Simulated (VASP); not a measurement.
Write the native input for VASP 6.6.1 that does the following.

```
Task                   : single point
Functional             : r2SCAN
Dispersion             : D4
Potentials or basis    : VASP PAW PBE potentials, release 64 (Zr_sv)
Cutoff                 : 550 eV
k mesh                 : 10 × 10 × 10
Occupations            : fermi-dirac, width 0.15 eV
Spin                   : no spin polarisation
Hubbard terms          : Zr d U = 3.5 eV
Dipole correction      : no
Further INCAR settings : ALGO = Normal; EDIFF = 1e-06; NBANDS = 12
```

Crystal: Zr.

```
CELL_PARAMETERS angstrom
0.00000 2.25500 2.25500
2.25500 0.00000 2.25500
2.25500 2.25500 0.00000
ATOMIC_POSITIONS crystal
Zr 0.00000 0.00000 0.00000
```

This isn't the form of Zr at room conditions, which is hcp.

These files were run (other wordings do the same):

POSCAR

```
Zr
1.0
    0.0000000000      2.2550000000      2.2550000000
    2.2550000000      0.0000000000      2.2550000000
    2.2550000000      2.2550000000      0.0000000000
Zr
1
Direct
    0.0000000000      0.0000000000      0.0000000000
```

INCAR.step1

```
SYSTEM = Zr
PREC = Accurate ; ENCUT = 550
ISMEAR = -1 ; SIGMA = 0.15
LREAL = .False. ; LASPH = .True.
NELM = 200 ; LMAXMIX = 4
LDAU = .True. ; LDAUTYPE = 2
LDAUL = 2 ; LDAUU = 3.5
LDAUJ = 0 ; NBANDS = 12
GGA = PE ; ALGO = Normal
EDIFF = 1E-5 ; LWAVE = .True.
LCHARG = .False. ; GGA_COMPAT = .False.
```

INCAR.step2

```
SYSTEM = Zr
PREC = Accurate ; ENCUT = 550
EDIFF = 1E-6 ; ISMEAR = -1
SIGMA = 0.15 ; LREAL = .False.
LASPH = .True. ; NELM = 200
ALGO = Normal ; ISIF = 2
LWAVE = .False. ; LCHARG = .False.
LMAXMIX = 4 ; LDAU = .True.
LDAUTYPE = 2 ; LDAUL = 2
LDAUU = 3.5 ; LDAUJ = 0
LDAUPRINT = 1 ; METAGGA = R2SCAN
LMIXTAU = .True. ; IVDW = 13
VDW_S6 = 1.0 ; VDW_S8 = 0.6018749
VDW_A1 = 0.51559235 ; VDW_A2 = 5.77342911
NBANDS = 12 ; ISTART = 1
GGA_COMPAT = .False.
```

KPOINTS

```
Automatic mesh
0
Gamma
  10 10 10
  0 0 0
```

Potentials or basis: VASP PAW PBE potentials, release 64 (Zr_sv).

The run is started by

```bash
$ cat potpaw_PBE.64/Zr_sv/POTCAR > POTCAR
$ cp INCAR.step1 INCAR
$ mpirun -np 1 vasp_std > vasp.out
$ cp INCAR.step2 INCAR
$ mpirun -np 1 vasp_std > vasp.out
```

Results of the run:

* Pressure: 12.3 GPa
* Band gap on the k mesh: zero (bands 6 and 7 overlap by 1.70 eV)
* Dispersion energy per atom: -0.066 eV

Caveat: the cell stands under pressure; the PAW data sets were made with another functional, which shifts forces and pressure a little; U without spin polarisation on a metal has little footing; the U is typed as a test and isn't derived for this compound.

It took 18 s on 1 thread of Intel(R) Xeon(R) 6975P-C (Granite Rapids), with other jobs on the host, peak memory 0.15 GiB.
